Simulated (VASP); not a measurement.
# Hf (P6_3/mmc) in VASP: notebook

The runs below take Hf through single point, with r2SCAN, PBE.

All numbers are computed with VASP 6.6.1; they aren't measurements. Logs are shortened: lines on timing, memory, paths and dates and some standing lists are left out, and cuts for length are marked.

### Step 1. The cell of the first run

It takes space group P6_3/mmc (No. 194, hexagonal). Conventional cell: a = 3.259 Å, b = 3.259 Å, c = 5.157 Å, α = 90.00°, β = 90.00°, γ = 120.00°. Within 4.2 Å of Hf (site symmetry -6m2) lie 12 Hf at 3.19 to 3.26 Å.

### Step 2. Single point, r2SCAN

POSCAR reads:

```
Hf
1.0
    3.2593963094      0.0000000000      0.0000000000
   -1.6296981547      2.8227200050      0.0000000000
    0.0000000000      0.0000000000      5.1569977332
Hf
2
Direct
    0.6666666667      0.3333333333      0.7500000000
    0.3333333333      0.6666666667      0.2500000000
```

INCAR.step1 reads:

```
PREC     = Accurate       # precision mode
ENCUT    = 520            # plane-wave cutoff, eV
ISMEAR   = -1             # smearing method
SIGMA    = 0.05           # smearing width, eV
LREAL    = F              # projectors in reciprocal space
LASPH    = T              # aspherical terms in the spheres
NELM     = 80             # most SCF steps
NBANDS   = 17             # bands
GGA      = PE             # functional
ALGO     = Normal         # electronic algorithm
EDIFF    = 1E-4           # SCF threshold, eV
LWAVE    = T              # write WAVECAR
LCHARG   = F              # write CHGCAR
```

INCAR.step2 reads:

```
PREC     = Accurate       # precision mode
ENCUT    = 520            # plane-wave cutoff, eV
EDIFF    = 1E-7           # SCF threshold, eV
ISMEAR   = -1             # smearing method
SIGMA    = 0.05           # smearing width, eV
LREAL    = F              # projectors in reciprocal space
LASPH    = T              # aspherical terms in the spheres
NELM     = 80             # most SCF steps
ALGO     = Normal         # electronic algorithm
ISIF     = 2              # what is computed and relaxed
LWAVE    = F              # write WAVECAR
LCHARG   = F              # write CHGCAR
METAGGA  = R2SCAN         # meta-GGA
LMIXTAU  = T            
NBANDS   = 17             # bands
ISTART   = 1
```

KPOINTS reads:

```
Automatic mesh
0
Gamma
  10 10 5
```

Potentials or basis: VASP PAW PBE potentials, release 64 (Hf_pv).

Command:

```console
cat potpaw_PBE.64/Hf_pv/POTCAR > POTCAR
cp INCAR.step1 INCAR
mpirun -np 1 vasp_std > vasp.out
cp INCAR.step2 INCAR
mpirun -np 1 vasp_std > vasp.out
```

OUTCAR:

```text
PREC = Accurate
   ENCUT = 520
   EDIFF = 1E-7
   ISMEAR = -1
   LREAL = F
   LASPH = T
   NELM = 80
   ISIF = 2
   METAGGA = R2SCAN
   ISTART = 1

 ion  position               nearest neighbor table
   1  0.667  0.333  0.750-   2 3.19   2 3.19   2 3.19   2 3.19   2 3.19   2 3.19
   2  0.333  0.667  0.250-   1 3.19   1 3.19   1 3.19   1 3.19   1 3.19   1 3.19

  LATTYP: Found a hexagonal cell.
 ALAT       =     3.2593963094
 C/A-ratio  =     1.5821941377

  Lattice vectors:

 A1 = (   3.2593963094,   0.0000000000,   0.0000000000)
 A2 = (  -1.6296981547,   2.8227200050,   0.0000000000)
 A3 = (   0.0000000000,   0.0000000000,   5.1569977332)

Analysis of symmetry for initial positions (statically):
=====================================================================
 Subroutine PRICEL returns:
 Original cell was already a primitive cell.

 Routine SETGRP: Setting up the symmetry group for a
 hexagonal supercell.

 Subroutine GETGRP returns: Found 24 space group operations
 (whereof 12 operations were pure point group operations)
 out of a pool of 24 trial point group operations.

The static configuration has the point symmetry D_3d.
 The point group associated with its full space group is D_6h.

Analysis of symmetry for dynamics (positions and initial velocities):
=====================================================================
 Subroutine PRICEL returns:
 Original cell was already a primitive cell.

 Routine SETGRP: Setting up the symmetry group for a
 hexagonal supercell.

 Subroutine GETGRP returns: Found 24 space group operations
 (whereof 12 operations were pure point group operations)
 out of a pool of 24 trial point group operations.

The dynamic configuration has the point symmetry D_3d.
 The point group associated with its full space group is D_6h.

 Subroutine INISYM returns: Found 24 space group operations
 (whereof 12 operations are pure point group operations),
 and found     1 'primitive' translations

----------------------------------------------------------------------------------------

                                     Primitive cell

  volume of cell :      47.4463

  direct lattice vectors                    reciprocal lattice vectors
     3.259396309  0.000000000  0.000000000     0.306805281  0.177134111  0.000000000
    -1.629698155  2.822720005  0.000000000     0.000000000  0.354268223  0.000000000
[... 75 lines left out ...]
 SYSTEM =  unknown system
   PREC   = accura    normal or accurate (medium, high low for compatibility)
   ISTART =      1    job   : 0-new  1-cont  2-samecut
   ICHARG =      0    charge: 1-file 2-atom 10-const
   ISPIN  =      1    spin polarized calculation?
   LNONCOLLINEAR =      F non collinear calculations
   LSORBIT =      F    spin-orbit coupling
   LASPH  =      T    aspherical Exc in radial PAW
   ENCUT  =  520.0 eV  38.22 Ry    6.18 a.u.   6.06  6.06  9.59*2*pi/ulx,y,z
   NELM   =     80;   NELMIN=  2; NELMDL=  0     # of ELM steps
   EDIFF  = 0.1E-06   stopping-criterion for ELM
   LREAL  =      F    real-space projection
   EDIFFG = 0.1E-05   stopping-criterion for IOM
   NSW    =      0    number of steps for IOM
   IBRION =     -1    ionic relax: 0-MD 1-quasi-New 2-CG
   NFREE  =      0    steps in history (QN), initial steepest desc. (CG)
   ISIF   =      2    stress and relaxation
   ISYM   =      2    0-nonsym 1-usesym 2-fastsym
   POTIM  = 0.5000    time-step for ionic-motion
   TEBEG  =    0.0;   TEEND  =   0.0 temperature during run
   PSTRESS=    0.0 pullay stress
   NELECT =      20.0000    total number of electrons
   NUPDOWN=      -1.0000    fix difference up-down
   EMIN   =  10.00;   EMAX   =-10.00  energy-range for DOS
   EFERMI =   0.00;   METHOD = LEGACY
   ISMEAR =    -1;   SIGMA  =   0.05  broadening in eV -4-tet -1-fermi 0-gaus
   EFERMI_NEDOS =   21; number of points for ismear=-14 and -15
   IALGO  =     38    algorithm
   IMIX   =      4    mixing-type and parameters
     AMIX     =   0.40;   BMIX     =  1.00
     AMIX_MAG =   1.60;   BMIX_MAG =  1.00
  volume/ion in A,a.u.               =      23.72       160.09
  Fermi-wavevector in a.u.,A,eV,Ry     =   1.227489  2.319617 20.500288  1.506729
  Thomas-Fermi vector in A             =   2.362450
   LORBIT       =      0    0 simple, 1 ext, 2 COOP (PROOUT), +10 PAW based schemes
   METAGGA = R2SCAN    functional components
   LHFCALC =     F    Hartree Fock is set to
   AEXX    =    0.0000 exact exchange contribution
   IVDW    =     0    specifies the selected vdW correction
   LEPSILON=     F    determine dielectric tensor
   LRPA    =     F    only Hartree local field effects (RPA)
 non-spin polarized calculation
  energy-cutoff  :      520.00
  volume of cell :       47.45
 maximum number of plane-waves:      1296
   NGX = 13   NGY = 13   NGZ = 19

 number of electron      19.9999999 magnetization

 Free energy of the ion-electron system (eV)
  ---------------------------------------------------
  ext. energy  EPLUGINS =         0.00000000
  ---------------------------------------------------
  free energy    TOTEN  =       -90.24019265 eV

  energy without entropy =      -90.22697185  energy(sigma->0) =      -90.23358225

 E-fermi :   4.4305     XC(G=0): -11.8642

 val. band max:        4.3914252105   @ k =   0.4000   0.2000   0.4000
 cond. band min:       4.4707214668   @ k =   0.1000   0.1000   0.0000
 fundamental gap:      0.0792962563
 Fermi energy:         4.4304885786

 k-point     1 :       0.0000    0.0000    0.0000
  band No.  band energies     occupation
      1     -27.8825      2.00000
      2     -27.2526      2.00000
      3     -27.2526      2.00000
      4     -27.1496      2.00000
      5     -27.1455      2.00000
      6     -27.1455      2.00000
[... 457 lines left out ...]
      4     -27.3951      2.00000
      5     -27.3149      2.00000
      6     -27.2556      2.00000
[... 9 lines left out ...]
     16      10.2957      0.00000
     17      11.0358      0.00000

 [... further k-points ...]
[... 5 lines left out ...]
  --------------------------------------------------------------------------------------
  -------------------------------------------------------------------------------------
  Total       -1.8543177     -1.8543177     -2.0201331     -0.0000000      0.0000000      0.0000000
  in kB      -62.6170814    -62.6170814    -68.2163765     -0.0000000      0.0000000      0.0000000
  external PRESSURE =     -64.4835131 kB  Pullay stress =       0.0000000 kB

 VOLUME and BASIS-vectors are now :
 -----------------------------------------------------------------------------
  energy-cutoff  :      520.00
  volume of cell :       47.45
      direct lattice vectors                 reciprocal lattice vectors
     3.259396309  0.000000000  0.000000000     0.306805281  0.177134111  0.000000000
    -1.629698155  2.822720005  0.000000000     0.000000000  0.354268223  0.000000000
     0.000000000  0.000000000  5.156997733     0.000000000  0.000000000  0.193911274

 POSITION                                       TOTAL-FORCE (eV/Angst)
 -----------------------------------------------------------------------------------
      1.62970      0.94091      3.86775         0.000000      0.000000      0.000000
     -0.00000      1.88181      1.28925        -0.000000      0.000000      0.000000
 -----------------------------------------------------------------------------------
    total drift:                                0.000000     -0.000000      0.000000

  FREE ENERGIE OF THE ION-ELECTRON SYSTEM (eV)
  ---------------------------------------------------
  free  energy   TOTEN  =       -90.2401926527 eV

  energy  without entropy=      -90.2269718518  energy(sigma->0) =      -90.23358225
```

Wall time 64 s (1 thread of AMD EPYC 9R45 (Zen 5), shared host); peak memory 0.15 GiB.

Results:

```
Free energy            : -90.2402 eV
Pressure               : -6.4 GPa
Band gap on the k mesh : zero (band 10 reaches 5.75 eV, above the bottom of band 11 at 3.98 eV)
```

Stress tensor (GPa, compression positive):
```
-6.26  0.00  0.00
 0.00 -6.26  0.00
 0.00  0.00 -6.82
```

Caveat: the PAW data sets were made with another functional, which shifts forces and pressure a little; spin-orbit coupling is left out, which moves the levels of the heavy elements.

### Step 3. Single point, PBE

This run uses another cell than the first one, of 18.44 Å³/atom, 0.777 times its volume.

INCAR reads:

```
SYSTEM = Hf
PREC = Accurate
ENCUT = 520
EDIFF = 1E-7
ISMEAR = -1
SIGMA = 0.05
LREAL = .False.
LASPH = .True.
NELM = 80
ALGO = Normal
ISIF = 2
LWAVE = .False.
LCHARG = .False.
GGA = PE
NBANDS = 17
```

KPOINTS reads:

```
regular mesh
0
Gamma
  10 10 5
  0 0 0
```

POSCAR reads:

```
Hf
1.0
    2.9888957860      0.0000000000      0.0000000000
   -1.4944478930      2.5884596799      0.0000000000
    0.0000000000      0.0000000000      4.7674203056
Hf
2
Direct
    0.6666666667      0.3333333333      0.7500000000
    0.3333333333      0.6666666667      0.2500000000
```

Potentials or basis: VASP PAW PBE potentials, release 64 (Hf_pv).

Command:

```console
cat potpaw_PBE.64/Hf_pv/POTCAR > POTCAR
mpirun -np 1 vasp_std > vasp.out
```

Run time: 12 s. Hardware: 1 thread of Intel Xeon Platinum 8488C (Sapphire Rapids), shared host; peak memory 0.16 GiB.

It converged, with:

```yaml
Free_energy: -19.2219 eV
Pressure: 29.5 GPa
Band_gap_on_the_k_mesh: zero (band 10 reaches 7.56 eV, above the bottom of band 11 at 5.97 eV)
```

Stress tensor (GPa, compression positive):
```
29.53  0.00  0.00
 0.00 29.53  0.00
 0.00  0.00 29.34
```

Levels at points of the mesh, in eV from the Fermi level:
| k point | band 6 | band 7 | band 8 | band 9 | band 10 | band 11 | band 12 | band 13 | band 14 | band 15 |
| --- | --- | --- | --- | --- | --- | --- | --- | --- | --- | --- |
| (0.00, 0.00, 0.00) | -29.49 | -7.99 | -4.38 | 1.20 | 1.20 | 1.45 | 1.45 | 2.24 | 2.24 | 3.12 |
| (0.50, 0.00, 0.00) | -29.66 | -3.68 | -3.56 | -2.93 | -0.30 | 0.77 | 1.11 | 2.04 | 7.33 | 7.98 |

Caveat: spin-orbit coupling is left out, which moves the levels of the heavy elements.
